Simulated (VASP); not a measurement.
# Co (Fm-3m) in VASP: a series of runs

The runs below take Co through single point, with revPBE.

Program: VASP 6.6.1. These are calculated values, not measurements. Logs are shortened: lines on timing, memory, paths and dates and some standing lists are left out, and cuts for length are marked.

### 1 The cell of the first run

The structure is cubic, space group Fm-3m (No. 225). Conventional cell: a = 3.545 Å, b = 3.545 Å, c = 3.545 Å, α = 90.00°, β = 90.00°, γ = 90.00°. Co (site symmetry m-3m) has 12 Co at 2.51 Å within 3.3 Å.

### 2 Single point, revPBE, collinear spin, ferromagnetic start

INCAR reads:

```
SYSTEM = Co
PREC = Accurate ; ENCUT = 520
EDIFF = 1E-6 ; ISMEAR = -1
SIGMA = 0.05 ; LREAL = .FALSE.
LASPH = .TRUE. ; NELM = 150
ALGO = Normal ; ISIF = 2
LWAVE = .FALSE. ; LCHARG = .FALSE.
ISPIN = 2 ; MAGMOM = 1.7
LORBIT = 11 ; LMAXMIX = 4
GGA = RE ; NBANDS = 14
```

KPOINTS reads:

```
Automatic mesh
0
G
  15 15 15
  0 0 0
```

POSCAR reads:

```
Co
1.0
    0.0000000000      1.7724614484      1.7724614484
    1.7724614484      0.0000000000      1.7724614484
    1.7724614484      1.7724614484      0.0000000000
Co
1
Direct
    0.0000000000      0.0000000000      0.0000000000
```

Potentials or basis: VASP PAW PBE potentials, release 64 (Co).

Run with:

```console
cat potpaw_PBE.64/Co/POTCAR > POTCAR
mpirun -np 1 vasp_std > vasp.out
```

OUTCAR:

```text
SYSTEM = Co
   PREC = Accurate
   ENCUT = 520
   EDIFF = 1E-6
   ISMEAR = -1
   LREAL = .FALSE.
   LASPH = .TRUE.
   NELM = 150
   ISIF = 2
   ISPIN = 2
   LORBIT = 11
   GGA = RE

 ion  position               nearest neighbor table
   1  0.000  0.000  0.000-

  LATTYP: Found a face centered cubic cell.
 ALAT       =     3.5449228968

  Lattice vectors:

 A1 = (   0.0000000000,   1.7724614484,   1.7724614484)
 A2 = (   1.7724614484,   0.0000000000,   1.7724614484)
 A3 = (   1.7724614484,   1.7724614484,   0.0000000000)

Analysis of symmetry for initial positions (statically):
=====================================================================
 Subroutine PRICEL returns:
 Original cell was already a primitive cell.

 Routine SETGRP: Setting up the symmetry group for a
 face centered cubic supercell.

 Subroutine GETGRP returns: Found 48 space group operations
 (whereof 48 operations were pure point group operations)
 out of a pool of 48 trial point group operations.

The static configuration has the point symmetry O_h .

Analysis of symmetry for dynamics (positions and initial velocities):
=====================================================================
 Subroutine PRICEL returns:
 Original cell was already a primitive cell.

 Routine SETGRP: Setting up the symmetry group for a
 face centered cubic supercell.

 Subroutine GETGRP returns: Found 48 space group operations
 (whereof 48 operations were pure point group operations)
 out of a pool of 48 trial point group operations.

The dynamic configuration has the point symmetry O_h .

Analysis of structural, dynamic, and magnetic symmetry:
=====================================================================
 Subroutine PRICEL returns:
 Original cell was already a primitive cell.

 Routine SETGRP: Setting up the symmetry group for a
 face centered cubic supercell.

 Subroutine GETGRP returns: Found 48 space group operations
 (whereof 48 operations were pure point group operations)
 out of a pool of 48 trial point group operations.

The overall configuration has the point symmetry O_h .

 Subroutine INISYM returns: Found 48 space group operations
 (whereof 48 operations are pure point group operations),
 and found     1 'primitive' translations

----------------------------------------------------------------------------------------

                                     Primitive cell

  volume of cell :      11.1368

  direct lattice vectors                    reciprocal lattice vectors
     0.000000000  1.772461448  1.772461448    -0.282093583  0.282093583  0.282093583
     1.772461448  0.000000000  1.772461448     0.282093583 -0.282093583  0.282093583
     1.772461448  1.772461448  0.000000000     0.282093583  0.282093583 -0.282093583

  length of vectors
     2.506639019  2.506639019  2.506639019     0.488600418  0.488600418  0.488600418

  position of ions in fractional coordinates (direct lattice)
     0.000000000  0.000000000  0.000000000

  ion indices of the primitive-cell ions
   primitive index   ion index
                 1           1

----------------------------------------------------------------------------------------

 KPOINTS: Automatic mesh

Automatic generation of k-mesh.
 Grid dimensions read from file:
 generate k-points for:   15   15   15

 Generating k-lattice:

  Cartesian coordinates                     Fractional coordinates (reciprocal lattice)
    -0.018806239  0.018806239  0.018806239     0.066666667  0.000000000  0.000000000
     0.018806239 -0.018806239  0.018806239     0.000000000  0.066666667  0.000000000
     0.018806239  0.018806239 -0.018806239     0.000000000  0.000000000  0.066666667

  Length of vectors
     0.032573361  0.032573361  0.032573361

  Shift w.r.t. Gamma in fractional coordinates (k-lattice)
     0.000000000  0.000000000  0.000000000

 Subroutine IBZKPT returns following result:
 ===========================================

 Found    120 irreducible k-points:

 Following reciprocal coordinates:
            Coordinates               Weight
  0.000000  0.000000  0.000000      1.000000
  0.066667  0.000000  0.000000      8.000000
  0.133333  0.000000  0.000000      8.000000
  0.200000  0.000000  0.000000      8.000000
  0.266667  0.000000  0.000000      8.000000
  0.333333  0.000000  0.000000      8.000000
[... 16 lines left out ...]
  0.133333  0.133333  0.000000      6.000000
  0.200000  0.133333  0.000000     24.000000
 [... further k-points ...]
   k-points           NKPTS =    120   k-points in BZ     NKDIM =    120   number of bands    NBANDS=     14
   number of dos      NEDOS =    301   number of ions     NIONS =      1
   total plane-waves  NPLWV =   8000
   dimension x,y,z NGX =    20 NGY =   20 NGZ =   20
   dimension x,y,z NGXF=    40 NGYF=   40 NGZF=   40
   ions per type =               1
   NGX,Y,Z   is equivalent  to a cutoff of  13.26, 13.26, 13.26 a.u.
   NGXF,Y,Z  is equivalent  to a cutoff of  26.53, 26.53, 26.53 a.u.
 SYSTEM =  Co
   PREC   = accura    normal or accurate (medium, high low for compatibility)
   ISTART =      0    job   : 0-new  1-cont  2-samecut
   ICHARG =      2    charge: 1-file 2-atom 10-const
   ISPIN  =      2    spin polarized calculation?
   LNONCOLLINEAR =      F non collinear calculations
   LSORBIT =      F    spin-orbit coupling
   LASPH  =      T    aspherical Exc in radial PAW
   ENCUT  =  520.0 eV  38.22 Ry    6.18 a.u.   4.66  4.66  4.66*2*pi/ulx,y,z
   NELM   =    150;   NELMIN=  2; NELMDL= -5     # of ELM steps
   EDIFF  = 0.1E-05   stopping-criterion for ELM
   LREAL  =      F    real-space projection
   EDIFFG = 0.1E-04   stopping-criterion for IOM
   NSW    =      0    number of steps for IOM
   IBRION =     -1    ionic relax: 0-MD 1-quasi-New 2-CG
   NFREE  =      0    steps in history (QN), initial steepest desc. (CG)
   ISIF   =      2    stress and relaxation
   ISYM   =      2    0-nonsym 1-usesym 2-fastsym
   POTIM  = 0.5000    time-step for ionic-motion
   TEBEG  =    0.0;   TEEND  =   0.0 temperature during run
   PSTRESS=    0.0 pullay stress
   NELECT =       9.0000    total number of electrons
   NUPDOWN=      -1.0000    fix difference up-down
   EMIN   =  10.00;   EMAX   =-10.00  energy-range for DOS
   EFERMI =   0.00;   METHOD = LEGACY
   ISMEAR =    -1;   SIGMA  =   0.05  broadening in eV -4-tet -1-fermi 0-gaus
   EFERMI_NEDOS =   21; number of points for ismear=-14 and -15
   IALGO  =     38    algorithm
   IMIX   =      4    mixing-type and parameters
     AMIX     =   0.40;   BMIX     =  1.00
     AMIX_MAG =   1.60;   BMIX_MAG =  1.00
  volume/ion in A,a.u.               =      11.14        75.15
  Fermi-wavevector in a.u.,A,eV,Ry     =   1.524880  2.881604 31.637051  2.325258
  Thomas-Fermi vector in A             =   2.633126
   LORBIT       =     11    0 simple, 1 ext, 2 COOP (PROOUT), +10 PAW based schemes
   GGA     = RE    functional components
   LHFCALC =     F    Hartree Fock is set to
   AEXX    =    0.0000 exact exchange contribution
   IVDW    =     0    specifies the selected vdW correction
   LEPSILON=     F    determine dielectric tensor
   LRPA    =     F    only Hartree local field effects (RPA)
 spin polarized calculation
  energy-cutoff  :      520.00
  volume of cell :       11.14
 maximum number of plane-waves:       311
   NGX =  9   NGY =  9   NGZ =  9

 number of electron       9.0000002 magnetization       1.6653637

 Free energy of the ion-electron system (eV)
  ---------------------------------------------------
  ext. energy  EPLUGINS =         0.00000000
  ---------------------------------------------------
  free energy    TOTEN  =        -6.61573900 eV

  energy without entropy =       -6.60568058  energy(sigma->0) =       -6.61070979

 E-fermi :  10.1108     XC(G=0): -13.1711

 val. band max:       10.1035653586   @ k =   0.2000   0.1333   0.0667
 cond. band min:      10.1145915149   @ k =   0.4000   0.2667   0.1333
 fundamental gap:      0.0110261564
 Fermi energy:        10.1107541071

 spin component 1

 k-point     1 :       0.0000    0.0000    0.0000
  band No.  band energies     occupation
      1       1.2469      1.00000
      2       7.3812      1.00000
      3       7.3812      1.00000
      4       7.3812      1.00000
      5       8.3500      1.00000
      6       8.3500      1.00000
      7      32.9121      0.00000
      8      37.0852      0.00000
      9      37.0852      0.00000
     10      37.0852      0.00000
     11      40.1525      0.00000
     12      40.1525      0.00000
     13      40.1525      0.00000
     14      42.7688      0.00000
[... 375 lines left out ...]
 k-point    24 :       0.2000    0.1333    0.0000
  band No.  band energies     occupation
      1       2.7272      1.00000
      2       6.8890      1.00000
      3       7.7109      1.00000
      4       7.7783      1.00000
      5       8.0495      1.00000
      6       8.5450      1.00000
      7      29.5192      0.00000
      8      32.1350      0.00000
      9      32.2279      0.00000
     10      34.5095      0.00000
     11      39.6084      0.00000
     12      43.1506      0.00000
     13      44.6675      0.00000
     14      45.3806      0.00000

 [... further k-points ...]

 spin component 2

 k-point     1 :       0.0000    0.0000    0.0000
  band No.  band energies     occupation
      1       1.2221      1.00000
      2       8.9971      1.00000
      3       8.9971      1.00000
      4       8.9971      1.00000
      5      10.4278      0.00176
      6      10.4278      0.00176
      7      32.5171      0.00000
      8      37.2071      0.00000
      9      37.2071      0.00000
     10      37.2071      0.00000
     11      40.4063      0.00000
     12      40.4063      0.00000
     13      40.4063      0.00000
     14      42.3377      0.00000
[... 375 lines left out ...]
 k-point    24 :       0.2000    0.1333    0.0000
  band No.  band energies     occupation
      1       2.7224      1.00000
      2       8.3996      1.00000
      3       9.4050      1.00000
      4       9.4378      1.00000
      5       9.9661      0.94750
      6      10.6311      0.00003
      7      29.7168      0.00000
      8      32.1678      0.00000
      9      32.4376      0.00000
     10      34.5402      0.00000
     11      40.2867      0.00000
     12      43.1646      0.00000
     13      44.6047      0.00000
     14      45.3115      0.00000

 [... further k-points ...]
[... 5 lines left out ...]
  --------------------------------------------------------------------------------------
  -------------------------------------------------------------------------------------
  Total       -0.0363267     -0.0363267     -0.0363267     -0.0000000     -0.0000000      0.0000000
  in kB       -5.2260880     -5.2260880     -5.2260880     -0.0000000     -0.0000000      0.0000000
  external PRESSURE =      -5.2260880 kB  Pullay stress =       0.0000000 kB

 VOLUME and BASIS-vectors are now :
 -----------------------------------------------------------------------------
  energy-cutoff  :      520.00
  volume of cell :       11.14
      direct lattice vectors                 reciprocal lattice vectors
     0.000000000  1.772461448  1.772461448    -0.282093583  0.282093583  0.282093583
     1.772461448  0.000000000  1.772461448     0.282093583 -0.282093583  0.282093583
     1.772461448  1.772461448  0.000000000     0.282093583  0.282093583 -0.282093583

 POSITION                                       TOTAL-FORCE (eV/Angst)
 -----------------------------------------------------------------------------------
      0.00000      0.00000      0.00000         0.000000     -0.000000      0.000000
 -----------------------------------------------------------------------------------
    total drift:                                0.000000      0.000000      0.000000

  FREE ENERGIE OF THE ION-ELECTRON SYSTEM (eV)
  ---------------------------------------------------
  free  energy   TOTEN  =        -6.6157390034 eV

  energy  without entropy=       -6.6056805825  energy(sigma->0) =       -6.61070979

 total charge

# of ion       s       p       d       tot
------------------------------------------
    1        0.481   0.504   7.237   8.222

 magnetization (x)

# of ion       s       p       d       tot
------------------------------------------
    1       -0.013  -0.051   1.754   1.690
```

Run time: 36 s. Hardware: 1 thread of Intel Xeon Platinum 8259CL at 2.50GHz (Skylake/Cascade Lake), shared host; peak memory 0.15 GiB.

Results:

| Item | Value |
| --- | --- |
| Free energy | -6.6157 eV |
| Pressure | -0.5 GPa |
| Net moment | 1.67 μB per cell |
| Site moments | Co +1.69 μB |
| Valence electrons inside the program's atomic spheres | Co 8.22 |

Levels at points of the mesh, in eV from the Fermi level:
Spin up:
```csv
k point,band 1,band 2,band 3,band 4,band 5,band 6,band 7,band 8,band 9,band 10
"(0.00, 0.00, 0.00)",-8.86,-2.73,-2.73,-2.73,-1.76,-1.76,22.80,26.97,26.97,26.97
```
Spin down:
| k point | band 1 | band 2 | band 3 | band 4 | band 5 | band 6 | band 7 | band 8 | band 9 |
| --- | --- | --- | --- | --- | --- | --- | --- | --- | --- |
| (0.00, 0.00, 0.00) | -8.89 | -1.11 | -1.11 | -1.11 | 0.32 | 0.32 | 22.41 | 27.10 | 27.10 |

Caveat: the PAW data sets were made with another functional, which shifts forces and pressure a little.

### 3 Single point, revPBE, collinear spin, ferromagnetic start (volume scaled by 0.88)

INCAR reads:

```
SYSTEM = Co
PREC     = Accurate       ! precision mode
ENCUT    = 520            ! plane-wave cutoff, eV
EDIFF    = 1E-6           ! SCF threshold, eV
ISMEAR   = -1             ! smearing method
SIGMA    = 0.05           ! smearing width, eV
LREAL    = .FALSE.        ! projectors in reciprocal space
LASPH    = .TRUE.         ! aspherical terms in the spheres
NELM     = 150            ! most SCF steps
ALGO     = Normal         ! electronic algorithm
ISIF     = 2              ! what is computed and relaxed
LWAVE    = .FALSE.        ! write WAVECAR
LCHARG   = .TRUE.         ! write CHGCAR
ISPIN    = 2              ! spin polarisation
MAGMOM   = 1.757          ! initial moments
LORBIT   = 11             ! projections on sites
LMAXMIX  = 4              ! l up to which the mixer works
GGA      = RE             ! functional
LELF     = .TRUE.         ! ELF
LVHAR    = .TRUE.       
NBANDS   = 14             ! bands
```

KPOINTS reads:

```
regular mesh
0
G
  17 17 17
  0 0 0
```

POSCAR reads:

```
Co
1.0
    0.0000000000      1.6985213959      1.6985213959
    1.6985213959      0.0000000000      1.6985213959
    1.6985213959      1.6985213959      0.0000000000
Co
1
Direct
    0.0000000000      0.0000000000      0.0000000000
```

Potentials or basis: VASP PAW PBE potentials, release 64 (Co).

Run with:

```console
cat potpaw_PBE.64/Co/POTCAR > POTCAR
mpirun -np 1 vasp_std > vasp.out
```

Wall time 36 s (1 thread of Intel Xeon Platinum 8259CL at 2.50GHz (Skylake/Cascade Lake), shared host); peak memory 0.15 GiB.

The run converged. Its results:

- Free energy: -6.4947 eV
- Pressure: 32.4 GPa
- Net moment: 1.55 μB per cell
- Site moments: Co +1.55 μB
- Valence electrons inside the program's atomic spheres: Co 8.49

Levels at points of the mesh, in eV from the Fermi level:
Spin up:
```tsv
k point	band 2	band 3	band 4	band 5	band 6	band 7	band 8	band 9
(0.00, 0.00, 0.00)	-2.87	-2.87	-2.87	-1.61	-1.61	23.89	29.07	29.07
```
Spin down:
| k point | band 1 | band 2 | band 3 | band 4 | band 5 | band 6 | band 7 | band 8 | band 9 |
| --- | --- | --- | --- | --- | --- | --- | --- | --- | --- |
| (0.00, 0.00, 0.00) | -9.60 | -1.35 | -1.35 | -1.35 | 0.30 | 0.30 | 23.57 | 29.17 | 29.17 |

Caveat: the PAW data sets were made with another functional, which shifts forces and pressure a little.
